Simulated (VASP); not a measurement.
Set up this calculation in VASP 6.6.1, as the native input.

- Task: single point
- Functional: PBEsol
- Potentials or basis: VASP PAW PBE potentials, release 64 (Al, Cu)
- Cutoff: 520 eV
- k mesh: 2 × 2 × 2
- Occupations: gaussian, width 0.1 eV
- Spin: no spin polarisation
- Dipole correction: no
- Further INCAR settings: ALGO = Normal; EDIFF = 1e-06; NBANDS = 24

The structure of Al3Cu2 lies in POSCAR:

```
Al3Cu2
1.0
    4.0472680556      0.0074024528      0.0200421321
   -2.0172233156      3.4831102312     -0.0120505430
    0.0244543287     -0.0028593368      4.9807017204
Al Cu
3 2
Direct
   -0.0008572511     -0.0022964813     -0.0037870460
    0.3239394096      0.6152035583      0.3246428018
    0.6361111384      0.3216370404      0.6524015193
    0.2936928577      0.6558659016      0.8549848793
    0.6488481480      0.2910866889      0.1295631523
```

One way to write it, as run:

INCAR

```
SYSTEM = Al3Cu2
ALGO = Normal
EDIFF = 1E-6
ENCUT = 520
GGA = PS
ISIF = 2
ISMEAR = 0
LASPH = .True.
LCHARG = .True.
LELF = .True.
LREAL = .False.
LVHAR = .True.
LWAVE = .False.
NBANDS = 24
NELM = 100
PREC = Accurate
SIGMA = 0.1
```

KPOINTS

```
k-points
0
Gamma
  2 2 2
  0 0 0
```

Potentials or basis: VASP PAW PBE potentials, release 64 (Al, Cu).

Command:

```console
$ cat potpaw_PBE.64/Al/POTCAR potpaw_PBE.64/Cu/POTCAR > POTCAR
$ mpirun -np 1 vasp_std > vasp.out
```

It gave:

```json
{
  "Pressure": "12.8 GPa",
  "Largest force": "1.595 eV/Å",
  "Band gap on the k mesh": "zero (an odd number of electrons rules out a gap without spin polarisation)"
}
```

Caveat: the k points lie up to 0.90 Å⁻¹ apart, too coarse for converged energies and pressures of a metal; the PAW data sets were made with another functional, which shifts forces and pressure a little.

It took 10 s on 1 thread of Intel(R) Xeon(R) 6975P-C (Granite Rapids) (shared host), peak memory 0.17 GiB.
